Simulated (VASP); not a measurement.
# Nb (Im-3m) in VASP: further runs

The runs below take Nb through density of states, electric field gradients, with revPBE, PBE+U.

Everything below comes from runs of VASP 6.6.1. Logs are shortened: lines on timing, memory, paths and dates and some standing lists are left out, and cuts for length are marked.

### 1 The cell of the first run

It takes space group Im-3m (No. 229, cubic). The conventional cell has a = 3.318 Å, b = 3.318 Å, c = 3.318 Å, α = 90.00°, β = 90.00°, γ = 90.00°. Nb (site symmetry m-3m) has 14 Nb at 2.87 to 3.32 Å within 3.8 Å.

### 2 Density of states, revPBE

Contents of POSCAR:

```
Nb
1.0
   -1.6588161896      1.6588161896      1.6588161896
    1.6588161896     -1.6588161896      1.6588161896
    1.6588161896      1.6588161896     -1.6588161896
Nb
1
Direct
   -0.0009963325      0.0067985404      0.0011398963
```

Contents of INCAR.step1:

```
SYSTEM = Nb
PREC = Accurate
ENCUT = 400
EDIFF = 1E-6
ISMEAR = 1
SIGMA = 0.097
LREAL = .False.
LASPH = .True.
NELM = 120
ALGO = Normal
ISIF = 2
LWAVE = .False.
LCHARG = .True.
LMAXMIX = 4
GGA = RE
NBANDS = 12
GGA_COMPAT = .False.
NEDOS = 2001
LORBIT = 11
```

Contents of KPOINTS.step1:

```
Automatic mesh
0
Gamma
  4 4 4
  0 0 0
```

Contents of INCAR.step2:

```
SYSTEM = Nb
PREC = Accurate
ENCUT = 400
EDIFF = 1E-6
ISMEAR = -5
SIGMA = 0.097
LREAL = .False.
LASPH = .True.
NELM = 120
ALGO = Normal
ISIF = 2
LWAVE = .False.
LCHARG = .False.
LMAXMIX = 4
GGA = RE
LORBIT = 11
NBANDS = 12
NEDOS = 1001
ICHARG = 11
GGA_COMPAT = .False.
```

Contents of KPOINTS.step2:

```
Automatic mesh
0
Gamma
  6 6 6
  0 0 0
```

Potentials or basis: VASP PAW PBE potentials, release 64 (Nb_sv).

The run is started by

```sh
cat potpaw_PBE.64/Nb_sv/POTCAR > POTCAR
cp INCAR.step1 INCAR
cp KPOINTS.step1 KPOINTS
mpirun -np 1 vasp_std > vasp.out
cp INCAR.step2 INCAR
cp KPOINTS.step2 KPOINTS
mpirun -np 1 vasp_std > vasp.out
```

OUTCAR:

```text
SYSTEM = Nb
   PREC = Accurate
   ENCUT = 400
   EDIFF = 1E-6
   ISMEAR = -5
   LREAL = .False.
   LASPH = .True.
   NELM = 120
   ISIF = 2
   GGA = RE
   LORBIT = 11
   ICHARG = 11

 ion  position               nearest neighbor table
   1  0.999  0.007  0.001-

  LATTYP: Found a body centered cubic cell.
 ALAT       =     3.3176323792

  Lattice vectors:

 A1 = (  -1.6588161896,   1.6588161896,   1.6588161896)
 A2 = (   1.6588161896,  -1.6588161896,   1.6588161896)
 A3 = (   1.6588161896,   1.6588161896,  -1.6588161896)

Analysis of symmetry for initial positions (statically):
=====================================================================
 Subroutine PRICEL returns:
 Original cell was already a primitive cell.

 Routine SETGRP: Setting up the symmetry group for a
 body centered cubic supercell.

 Subroutine GETGRP returns: Found 48 space group operations
 (whereof  1 operations were pure point group operations)
 out of a pool of 48 trial point group operations.

The static configuration has the point symmetry C_1 .
 The point group associated with its full space group is O_h .

Analysis of symmetry for dynamics (positions and initial velocities):
=====================================================================
 Subroutine PRICEL returns:
 Original cell was already a primitive cell.

 Routine SETGRP: Setting up the symmetry group for a
 body centered cubic supercell.

 Subroutine GETGRP returns: Found 48 space group operations
 (whereof  1 operations were pure point group operations)
 out of a pool of 48 trial point group operations.

The dynamic configuration has the point symmetry C_1 .
 The point group associated with its full space group is O_h .

 Subroutine INISYM returns: Found 48 space group operations
 (whereof  1 operations are pure point group operations),
 and found     1 'primitive' translations

----------------------------------------------------------------------------------------

                                     Primitive cell

  volume of cell :      18.2581

  direct lattice vectors                    reciprocal lattice vectors
    -1.658816190  1.658816190  1.658816190     0.000000000  0.301419773  0.301419773
     1.658816190 -1.658816190  1.658816190     0.301419773  0.000000000  0.301419773
     1.658816190  1.658816190 -1.658816190     0.301419773  0.301419773  0.000000000

  length of vectors
     2.873153921  2.873153921  2.873153921     0.426271932  0.426271932  0.426271932

  position of ions in fractional coordinates (direct lattice)
     0.999003667  0.006798540  0.001139896

  ion indices of the primitive-cell ions
   primitive index   ion index
                 1           1

----------------------------------------------------------------------------------------

 KPOINTS: Automatic mesh

Automatic generation of k-mesh.
 Grid dimensions read from file:
 generate k-points for:    6    6    6

 Generating k-lattice:

  Cartesian coordinates                     Fractional coordinates (reciprocal lattice)
     0.000000000  0.050236629  0.050236629     0.166666667  0.000000000  0.000000000
     0.050236629  0.000000000  0.050236629     0.000000000  0.166666667  0.000000000
     0.050236629  0.050236629  0.000000000     0.000000000  0.000000000  0.166666667

  Length of vectors
     0.071045322  0.071045322  0.071045322

  Shift w.r.t. Gamma in fractional coordinates (k-lattice)
     0.000000000  0.000000000  0.000000000

 TETIRR: Found    191 inequivalent tetrahedra from     1296

 Subroutine IBZKPT returns following result:
 ===========================================

 Found     16 irreducible k-points:

 Following reciprocal coordinates:
            Coordinates               Weight
  0.000000  0.000000  0.000000      1.000000
  0.166667  0.000000  0.000000     12.000000
  0.333333  0.000000  0.000000     12.000000
  0.500000  0.000000  0.000000      6.000000
  0.166667  0.166667  0.000000     24.000000
  0.333333  0.166667  0.000000     48.000000
[... 8 lines left out ...]
  0.500000  0.500000  0.333333     12.000000
  0.500000  0.500000  0.500000      1.000000
   k-points           NKPTS =     16   k-points in BZ     NKDIM =     16   number of bands    NBANDS=     12
   number of dos      NEDOS =   1001   number of ions     NIONS =      1
   total plane-waves  NPLWV =   8000
   dimension x,y,z NGX =    20 NGY =   20 NGZ =   20
   dimension x,y,z NGXF=    40 NGYF=   40 NGZF=   40
   ions per type =               1
   NGX,Y,Z   is equivalent  to a cutoff of  11.57, 11.57, 11.57 a.u.
   NGXF,Y,Z  is equivalent  to a cutoff of  23.14, 23.14, 23.14 a.u.
 SYSTEM =  Nb
   PREC   = accura    normal or accurate (medium, high low for compatibility)
   ISTART =      0    job   : 0-new  1-cont  2-samecut
   ICHARG =     11    charge: 1-file 2-atom 10-const
   ISPIN  =      1    spin polarized calculation?
   LNONCOLLINEAR =      F non collinear calculations
   LSORBIT =      F    spin-orbit coupling
   LASPH  =      T    aspherical Exc in radial PAW
   ENCUT  =  400.0 eV  29.40 Ry    5.42 a.u.   4.69  4.69  4.69*2*pi/ulx,y,z
   NELM   =    120;   NELMIN=  2; NELMDL=  0     # of ELM steps
   EDIFF  = 0.1E-05   stopping-criterion for ELM
   LREAL  =      F    real-space projection
   EDIFFG = 0.1E-04   stopping-criterion for IOM
   NSW    =      0    number of steps for IOM
   IBRION =     -1    ionic relax: 0-MD 1-quasi-New 2-CG
   NFREE  =      0    steps in history (QN), initial steepest desc. (CG)
   ISIF   =      2    stress and relaxation
   ISYM   =      2    0-nonsym 1-usesym 2-fastsym
   POTIM  = 0.5000    time-step for ionic-motion
   TEBEG  =    0.0;   TEEND  =   0.0 temperature during run
   PSTRESS=    0.0 pullay stress
   NELECT =      13.0000    total number of electrons
   NUPDOWN=      -1.0000    fix difference up-down
   EMIN   =  10.00;   EMAX   =-10.00  energy-range for DOS
   EFERMI =   0.00;   METHOD = LEGACY
   ISMEAR =    -5;   SIGMA  =   0.10  broadening in eV -4-tet -1-fermi 0-gaus
   EFERMI_NEDOS =   21; number of points for ismear=-14 and -15
   IALGO  =     38    algorithm
   IMIX   =      4    mixing-type and parameters
     AMIX     =   0.40;   BMIX     =  1.00
     AMIX_MAG =   1.60;   BMIX_MAG =  1.00
  volume/ion in A,a.u.               =      18.26       123.21
  Fermi-wavevector in a.u.,A,eV,Ry     =   1.461855  2.762506 29.075930  2.137021
  Thomas-Fermi vector in A             =   2.578137
   LORBIT       =     11    0 simple, 1 ext, 2 COOP (PROOUT), +10 PAW based schemes
   GGA     = RE    functional components
   LHFCALC =     F    Hartree Fock is set to
   AEXX    =    0.0000 exact exchange contribution
   IVDW    =     0    specifies the selected vdW correction
   LEPSILON=     F    determine dielectric tensor
   LRPA    =     F    only Hartree local field effects (RPA)
 non-spin polarized calculation
 Fermi weights with tetrahedron method with Bloechl corrections
  energy-cutoff  :      400.00
  volume of cell :       18.26
 maximum number of plane-waves:       370

 number of electron      13.0000001 magnetization

 Free energy of the ion-electron system (eV)
  ---------------------------------------------------
  ext. energy  EPLUGINS =         0.00000000
  ---------------------------------------------------
  free energy    TOTEN  =        -9.87997102 eV

  energy without entropy =       -9.87997102  energy(sigma->0) =       -9.87997102

 E-fermi :  11.0267     XC(G=0): -12.3985

 val. band max:       11.3929529161   @ k =  -0.1667   0.1667   0.1667
 cond. band min:      11.1085250562   @ k =   0.1667   0.0000   0.0000
 fundamental gap:     -0.2844278599
 Fermi energy:        11.0267255212

 k-point     1 :       0.0000    0.0000    0.0000
  band No.  band energies     occupation
      1     -43.4638      2.00000
      2     -18.7887      2.00000
      3     -18.7887      2.00000
      4     -18.7887      2.00000
      5       5.1468      2.00000
      6      11.3596      0.42805
      7      11.3596      0.01020
      8      11.3596      0.00000
      9      14.2257      0.00000
     10      14.2257      0.00000
     11      25.2229      0.00000
     12      25.2229      0.00000

 k-point     2 :       0.1667    0.0000    0.0000
  band No.  band energies     occupation
      1     -43.4071      2.00000
      2     -19.1298      2.00000
      3     -18.8938      2.00000
      4     -18.7919      2.00000
      5       6.1732      2.00000
      6      10.7650      1.94536
      7      11.1085      0.76256
      8      12.4063      0.00000
      9      13.6558      0.00000
     10      14.2595      0.00000
     11      25.7764      0.00000
     12      26.9382      0.00000

 k-point     3 :       0.3333    0.0000    0.0000
  band No.  band energies     occupation
      1     -43.2917      2.00000
      2     -19.7721      2.00000
      3     -19.0974      2.00000
      4     -18.7975      2.00000
      5       7.4940      2.00000
      6       9.7951      2.02140
      7      11.4099      0.28660
      8      14.0253      0.00000
      9      14.5793      0.00000
     10      15.1217      0.00000
     11      24.1001      0.00000
     12      25.1920      0.00000
[... 166 lines left out ...]
 k-point    15 :       0.5000    0.5000    0.3333
  band No.  band energies     occupation
      1     -43.1122      2.00000
      2     -19.7768      2.00000
      3     -19.5577      2.00000
      4     -19.4642      2.00000
      5       7.9779      2.00000
      6       8.2445      2.00000
      7      13.5040     -0.34290
      8      13.8560      0.00000
      9      16.6435      0.00000
     10      19.6445      0.00000
     11      21.3350      0.00000
     12      22.9478      0.00000

 k-point    16 :       0.5000    0.5000    0.5000
  band No.  band energies     occupation
      1     -43.0713      2.00000
      2     -19.6734      2.00000
      3     -19.6734      2.00000
      4     -19.6734      2.00000
      5       7.3804      2.00000
      6       7.3804      2.00000
      7      16.4656     -0.00381
      8      16.4656      0.00000
      9      16.4656      0.00000
     10      19.9991      0.00000
     11      19.9991      0.00000
     12      19.9991      0.00000

------------------------ aborting loop because EDIFF is reached ----------------------------------------

  FORCE on cell =-STRESS in cart. coord.  units (eV):
  Direction    XX          YY          ZZ          XY          YZ          ZX
  --------------------------------------------------------------------------------------
  -------------------------------------------------------------------------------------
  Total        1.0064575      1.0064575      1.0064575      0.0000000      0.0000000     -0.0000000
  in kB       88.3184087     88.3184087     88.3184087      0.0000000      0.0000000     -0.0000000
  external PRESSURE =      88.3184087 kB  Pullay stress =       0.0000000 kB

 VOLUME and BASIS-vectors are now :
 -----------------------------------------------------------------------------
  energy-cutoff  :      400.00
  volume of cell :       18.26
      direct lattice vectors                 reciprocal lattice vectors
    -1.658816190  1.658816190  1.658816190     0.000000000  0.301419773  0.301419773
     1.658816190 -1.658816190  1.658816190     0.301419773  0.000000000  0.301419773
     1.658816190  1.658816190 -1.658816190     0.301419773  0.301419773  0.000000000

 POSITION                                       TOTAL-FORCE (eV/Angst)
 -----------------------------------------------------------------------------------
     -1.64400      1.64778      1.66655        -0.000000      0.000000     -0.000000
 -----------------------------------------------------------------------------------
    total drift:                               -0.000431      0.000042     -0.001292

  FREE ENERGIE OF THE ION-ELECTRON SYSTEM (eV)
  ---------------------------------------------------
  free  energy   TOTEN  =        -9.8799710205 eV

  energy  without entropy=       -9.8799710205  energy(sigma->0) =       -9.87997102

 total charge

# of ion       s       p       d       tot
------------------------------------------
    1        2.214   5.987   2.548  10.749
```

It used 4.6 s of CPU time on 1 thread of AMD EPYC 7R13 Processor (Zen 3) (shared host).

What came out:

```
Valence electrons inside the program's atomic spheres : Nb 10.75
```

Levels at points of the mesh, in eV from the Fermi level:
| k point | band 2 | band 3 | band 4 | band 5 | band 6 | band 7 | band 8 | band 9 | band 10 | band 11 |
| --- | --- | --- | --- | --- | --- | --- | --- | --- | --- | --- |
| (0.00, 0.00, 0.00) | -29.82 | -29.82 | -29.82 | -5.88 | 0.33 | 0.33 | 0.33 | 3.20 | 3.20 | 14.20 |
| (0.50, 0.00, 0.00) | -31.10 | -30.22 | -29.83 | -3.66 | -1.64 | 2.22 | 3.22 | 3.88 | 6.19 | 11.60 |
| (0.50, 0.50, 0.50) | -30.70 | -30.70 | -30.70 | -3.65 | -3.65 | 5.44 | 5.44 | 5.44 | 8.97 | 8.97 |

Caveat: the k points lie up to 0.67 Å⁻¹ apart; the PAW data sets were made with another functional, which shifts forces and pressure a little; tetrahedron occupations give inexact forces and stress in metals.

[end of part 1 of 2]
